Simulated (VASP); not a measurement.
# Zn (P6_3/mmc) in VASP: vibrations by perturbation theory with pbesol exchange, pbe correlation

Aim: the vibrations by perturbation theory of Zn with pbesol exchange, pbe correlation.

Everything below comes from runs of VASP 6.6.1. Logs are shortened: lines on timing, memory, paths and dates and some standing lists are left out, and cuts for length are marked.

**1. The cell of the first run**

The structure is hexagonal, space group P6_3/mmc (No. 194). Conventional cell: a = 2.670 Å, b = 2.670 Å, c = 4.966 Å, α = 90.00°, β = 90.00°, γ = 120.00°. Zn (site symmetry -6m2) has 12 Zn at 2.67 to 2.92 Å within 3.5 Å.

**2. Vibrations by perturbation theory, pbesol exchange, pbe correlation, collinear spin**

INCAR

```
SYSTEM = Zn
ALGO = Normal
EDIFF = 1E-8
ENCUT = 500
GGA = LIBXC
GGA_COMPAT = .False.
IBRION = 8
ISIF = 2
ISMEAR = -1
ISPIN = 2
LASPH = .True.
LCHARG = .False.
LIBXC1 = GGA_X_PBE_SOL
LIBXC2 = GGA_C_PBE
LORBIT = 11
LREAL = .False.
LWAVE = .False.
MAGMOM = 0.5 0.5
NELM = 200
NSW = 1
PREC = Accurate
SIGMA = 0.05
```

KPOINTS

```
k-points
0
Gamma
  11 11 6
  0 0 0
```

POSCAR

```
Zn
1.0
    2.6700000000      0.0000000000      0.0000000000
   -1.3350000000      2.3122878281      0.0000000000
    0.0000000000      0.0000000000      4.9660000000
Zn
2
Direct
    0.6666666667      0.3333333333      0.7500000000
    0.3333333333      0.6666666667      0.2500000000
```

Potentials or basis: VASP PAW PBE potentials, release 64 (Zn).

Command:

```
> cat potpaw_PBE.64/Zn/POTCAR > POTCAR
> mpirun -np 1 vasp_std > vasp.out
```

OUTCAR:

```text
SYSTEM = Zn
   EDIFF = 1E-8
   ENCUT = 500
   GGA = LIBXC
   IBRION = 8
   ISIF = 2
   ISMEAR = -1
   ISPIN = 2
   LASPH = .True.
   LORBIT = 11
   LREAL = .False.
   NELM = 200
   NSW = 1
   PREC = Accurate

 ion  position               nearest neighbor table
   1  0.667  0.333  0.750-   2 2.92   2 2.92   2 2.92   2 2.92   2 2.92   2 2.92
   2  0.333  0.667  0.250-   1 2.92   1 2.92   1 2.92   1 2.92   1 2.92   1 2.92

  LATTYP: Found a hexagonal cell.
 ALAT       =     2.6700000000
 C/A-ratio  =     1.8599250936

  Lattice vectors:

 A1 = (   2.6700000000,   0.0000000000,   0.0000000000)
 A2 = (  -1.3350000000,   2.3122878281,   0.0000000000)
 A3 = (   0.0000000000,   0.0000000000,   4.9660000000)

Analysis of symmetry for initial positions (statically):
=====================================================================
 Subroutine PRICEL returns:
 Original cell was already a primitive cell.

 Routine SETGRP: Setting up the symmetry group for a
 hexagonal supercell.

 Subroutine GETGRP returns: Found 24 space group operations
 (whereof 12 operations were pure point group operations)
 out of a pool of 24 trial point group operations.

The static configuration has the point symmetry D_3d.
 The point group associated with its full space group is D_6h.

Analysis of symmetry for dynamics (positions and initial velocities):
=====================================================================
 Subroutine PRICEL returns:
 Original cell was already a primitive cell.

 Routine SETGRP: Setting up the symmetry group for a
 hexagonal supercell.

 Subroutine GETGRP returns: Found 24 space group operations
 (whereof 12 operations were pure point group operations)
 out of a pool of 24 trial point group operations.

The dynamic configuration has the point symmetry D_3d.
 The point group associated with its full space group is D_6h.

Analysis of structural, dynamic, and magnetic symmetry:
=====================================================================
 Subroutine PRICEL returns:
 Original cell was already a primitive cell.

 Routine SETGRP: Setting up the symmetry group for a
 hexagonal supercell.

 Subroutine GETGRP returns: Found 24 space group operations
 (whereof 12 operations were pure point group operations)
 out of a pool of 24 trial point group operations.

The overall configuration has the point symmetry D_3d.
 The point group associated with its full space group is D_6h.

 Subroutine INISYM returns: Found 24 space group operations
 (whereof 12 operations are pure point group operations),
 and found     1 'primitive' translations

----------------------------------------------------------------------------------------

                                     Primitive cell

  volume of cell :      30.6591

  direct lattice vectors                    reciprocal lattice vectors
     2.670000000  0.000000000  0.000000000     0.374531835  0.216236056  0.000000000
    -1.335000000  2.312287828  0.000000000     0.000000000  0.432472112  0.000000000
     0.000000000  0.000000000  4.966000000     0.000000000  0.000000000  0.201369311

  length of vectors
     2.670000000  2.670000000  4.966000000     0.432472112  0.432472112  0.201369311

  position of ions in fractional coordinates (direct lattice)
     0.666666667  0.333333333  0.750000000
     0.333333333  0.666666667  0.250000000

  ion indices of the primitive-cell ions
   primitive index   ion index
                 1           1
                 2           2

----------------------------------------------------------------------------------------

 KPOINTS: k-points

Automatic generation of k-mesh.
 Grid dimensions read from file:
[... 133 lines left out ...]
      6      -4.5867      1.00000
[... 459 lines left out ...]
      6      -4.5926      1.00000
[... 9 lines left out ...]
     16      15.0083      0.00000
     17      15.4681      0.00000

 [... further k-points ...]

 spin component 2

 k-point     1 :       0.0000    0.0000    0.0000
  band No.  band energies     occupation
      1      -7.4427      1.00000
      2      -5.5770      1.00000
      3      -4.8700      1.00000
      4      -4.6362      1.00000
      5      -4.6362      1.00000
      6      -4.5867      1.00000
[... 472 lines left out ...]
 [... further k-points ...]

------------------------ aborting loop because EDIFF is reached ----------------------------------------

  FORCE on cell =-STRESS in cart. coord.  units (eV):
  Direction    XX          YY          ZZ          XY          YZ          ZX
  --------------------------------------------------------------------------------------
  -------------------------------------------------------------------------------------
  Total       -1.1670856     -1.1670856     -1.3306952      0.0000000     -0.0000000      0.0000000
  in kB      -60.9892683    -60.9892683    -69.5391398      0.0000000     -0.0000000      0.0000000
  external PRESSURE =     -63.8392255 kB  Pullay stress =       0.0000000 kB

 VOLUME and BASIS-vectors are now :
 -----------------------------------------------------------------------------
  energy-cutoff  :      500.00
  volume of cell :       30.66
      direct lattice vectors                 reciprocal lattice vectors
     2.670000000  0.000000000  0.000000000     0.374531835  0.216236056  0.000000000
    -1.335000000  2.312287828  0.000000000     0.000000000  0.432472112  0.000000000
     0.000000000  0.000000000  4.966000000     0.000000000  0.000000000  0.201369311

 POSITION                                       TOTAL-FORCE (eV/Angst)
 -----------------------------------------------------------------------------------
      1.33500      0.77076      3.72450         0.000000     -0.000000      0.000000
     -0.00000      1.54153      1.24150        -0.000000      0.000000      0.000000
 -----------------------------------------------------------------------------------
    total drift:                               -0.000000      0.000000      0.000000

  FREE ENERGIE OF THE ION-ELECTRON SYSTEM (eV)
  ---------------------------------------------------
  free  energy   TOTEN  =        -3.3578804456 eV

  energy  without entropy=       -3.3530369013  energy(sigma->0) =       -3.35545867

[... ionic steps 2 to 3 ...]

--------------------------------------- Ionic step        4  -------------------------------------------

------------------------ aborting loop because EDIFF is reached ----------------------------------------

[... ionic steps 5 to 5 ...]

--------------------------------------- Ionic step        6  -------------------------------------------

 Free energy of the ion-electron system (eV)
  ---------------------------------------------------
  ---------------------------------------------------
  free energy    TOTEN  =        -0.22066258 eV

  energy without entropy =       -0.22066258

------------------------ aborting loop because EDIFF is reached ----------------------------------------

 INTERNAL STRAIN TENSOR  FOR ION    1  DIRECTION 3   (eV/Angst):
 -----------------------------------------------------------------------------
     0.00211  0.00000  0.00000
     0.00000  0.00211 -0.00000
     0.00000  0.00000  0.00009

 INTERNAL STRAIN TENSOR FOR ION    2 for displacements in x,y,z  (eV/Angst):
          X           Y           Z          XY          YZ          ZX
  --------------------------------------------------------------------------------
  x     0.00000    -0.00000     0.00000    -0.01672     0.00000     0.00000
  y    -0.01672     0.01672    -0.00000     0.00000     0.00000     0.00000
  z     0.00000     0.00000    -0.00000     0.00000    -0.00000     0.00000

 SECOND DERIVATIVES (NOT SYMMETRIZED)
 ------------------------------------
               1X          1Y          1Z          2X          2Y          2Z
  1X    -0.527242    0.000000    0.000000    0.527242    0.000000    0.000000
  1Y     0.000000   -0.527242    0.000000    0.000000    0.527242    0.000000
  1Z    -0.000000    0.000000   -1.792140    0.000000    0.000000    1.792140
  2X     0.527242    0.000000    0.000000   -0.527242    0.000000    0.000000
  2Y     0.000000    0.527242    0.000000    0.000000   -0.527242    0.000000
  2Z     0.000000    0.000000    1.792140   -0.000000    0.000000   -1.792140

 Eigenvectors and eigenvalues of the dynamical matrix
 ----------------------------------------------------

   1 f  =    3.660125 THz    22.997247 2PiTHz  122.088644 cm-1    15.137056 meV
             X         Y         Z           dx          dy          dz
      1.335000  0.770763  3.724500     0.000000    0.000000    0.707107
     -0.000000  1.541525  1.241500    -0.000000    0.000000   -0.707107
[... 11 lines left out ...]
   4 f  =    0.000000 THz     0.000000 2PiTHz    0.000000 cm-1     0.000000 meV
             X         Y         Z           dx          dy          dz
      1.335000  0.770763  3.724500    -0.530006    0.467287    0.027154
     -0.000000  1.541525  1.241500    -0.530006    0.467287    0.027154

   5 f/i=    0.000000 THz     0.000000 2PiTHz    0.000000 cm-1     0.000000 meV
             X         Y         Z           dx          dy          dz
      1.335000  0.770763  3.724500    -0.468067   -0.528868   -0.034808
     -0.000000  1.541525  1.241500    -0.468067   -0.528868   -0.034808

   6 f/i=    0.000000 THz     0.000000 2PiTHz    0.000002 cm-1     0.000000 meV
             X         Y         Z           dx          dy          dz
      1.335000  0.770763  3.724500    -0.002693   -0.044065    0.705727
     -0.000000  1.541525  1.241500    -0.002693   -0.044065    0.705727

--------------------------------------------------------------------------------------------------------

 ELASTIC MODULI CONTR FROM IONIC RELAXATION (kBar)
 Direction    XX          YY          ZZ          XY          YZ          ZX
 --------------------------------------------------------------------------------
 XX          -0.0277      0.0277     -0.0000     -0.0000     -0.0000      0.0000
 YY           0.0277     -0.0277      0.0000      0.0000      0.0000      0.0000
 ZZ          -0.0000      0.0000     -0.0000     -0.0000     -0.0000      0.0000
 XY          -0.0000      0.0000     -0.0000     -0.0277      0.0000      0.0000
 YZ          -0.0000      0.0000     -0.0000      0.0000     -0.0000      0.0000
 ZX           0.0000      0.0000      0.0000      0.0000      0.0000      0.0000
 --------------------------------------------------------------------------------

 total charge

# of ion       s       p       d       tot
------------------------------------------
    1        0.587   0.440   9.714  10.741
    2        0.587   0.440   9.714  10.741
--------------------------------------------------
tot          1.173   0.880  19.429  21.481

 magnetization (x)

# of ion       s       p       d       tot
------------------------------------------
    1       -0.000  -0.000  -0.000  -0.000
    2       -0.000  -0.000  -0.000  -0.000
--------------------------------------------------
tot         -0.000  -0.000  -0.000  -0.000
```

Run time: 9.8 min. Hardware: 1 thread of Intel Xeon Platinum 8259CL at 2.50GHz (Skylake/Cascade Lake), shared host; peak memory 0.5 GiB.

What came out:

* Net moment: 0.00 μB per cell
* Valence electrons inside the program's atomic spheres: Zn 10.74
* Highest phonon frequency at Γ: 122 cm⁻¹

Phonon frequencies in cm⁻¹ (negative: imaginary):
| q point | frequencies |
| --- | --- |
| (0.000, 0.000, 0.000) | 0 0 0 66 66 122 |

Caveat: the cell stands under pressure or tension, which shifts response properties; the PAW data sets were made with another functional, which shifts forces and pressure a little.
